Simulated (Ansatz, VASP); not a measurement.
## Two plane-wave programs on CoO

File INCAR:

```
PREC = Accurate
ENCUT = 520
EDIFF = 1E-8
ISMEAR = -1
SIGMA = 0.05
LREAL = False
LASPH = True
NELM = 150
ALGO = Normal
ISIF = 2
LWAVE = False
LCHARG = False
ISPIN = 2
MAGMOM = 2 0
LORBIT = 11
LMAXMIX = 4
GGA = PS
LEFG = True
NBANDS = 18
```

Contents of KPOINTS:

```
regular mesh
0
Gamma
  16 16 16
```

The input POSCAR:

```
CoO
1.0
    0.0213150000      2.1421575000      2.1421575000
    2.1421575000      0.0213150000      2.1421575000
    2.1421575000      2.1421575000      0.0213150000
Co O
1 1
Direct
    0.0000000000      0.0000000000      0.0000000000
    0.5000000000      0.5000000000      0.5000000000
```

Input for Ansatz:

```yaml
crystal:
  lattice:
    - [0.021315, 2.1421575, 2.1421575]
    - [2.1421575, 0.021315, 2.1421575]
    - [2.1421575, 2.1421575, 0.021315]
  atoms:
    - { symbol: Co, position: [0.0, 0.0, 0.0], spin: 2.0 }
    - { symbol: O, position: [0.5, 0.5, 0.5] }
magnetization:
  spin_polarized: true
kpoints:
  mp_grid: { grid: [16, 16, 16] }
scf:
  occupations: { method: fermi_dirac, width: 0.05 }
hamiltonian:
  xc: pbesol
  pseudopotentials: { kind: paw }
output:
  forces: true
  stress: true
  eigenvalues: true
  efg: { contact_densities: true }
```

Change from the starting cell: equal xy, yz and zx shear strains of +1 %, PAW files.

Alike in both runs: task electric field gradients; functional PBEsol; k mesh 16 × 16 × 16; occupations fermi-dirac, width 0.05 eV; collinear spin.

```csv
,VASP,Ansatz
version,VASP 6.6.1,Ansatz 0.2.0
potentials or method,"VASP PAW PBE potentials, release 64 (Co, O)","PAW with Ansatz's default frozen-core files, scalar-relativistic"
plane-wave cutoff (eV),520,420
valence electrons in the cell,15,23
```

VASP gave:

```
pressure (GPa)                                                : -11.2
traceless stress, the component that is largest in VASP (GPa) : 0.18
net moment per atom (μB)                                      : 1.47
size of the moment on the site where the two differ most (μB) : 2.57
size of Vzz on the site where it differs most (V/Å²)          : 2.2
```

Q: What did Ansatz give for the same quantities?

A: Pressure (GPa): -10.7; traceless stress, the component that is largest in VASP (GPa): 0.21; net moment per atom (μB): 1.48; size of the moment on the site where the two differ most (μB): 2.51; size of Vzz on the site where it differs most (V/Å²): 1.6.

VASP's potentials were made for PBE, not for PBEsol. Site moments also hang on the region over which each program counts them. The functional is the same, so the differences come from potentials, cutoffs and numerics. VASP's potentials hold 15 valence electrons a cell and Ansatz's 23, so a difference there can come from the potentials and not from the codes.
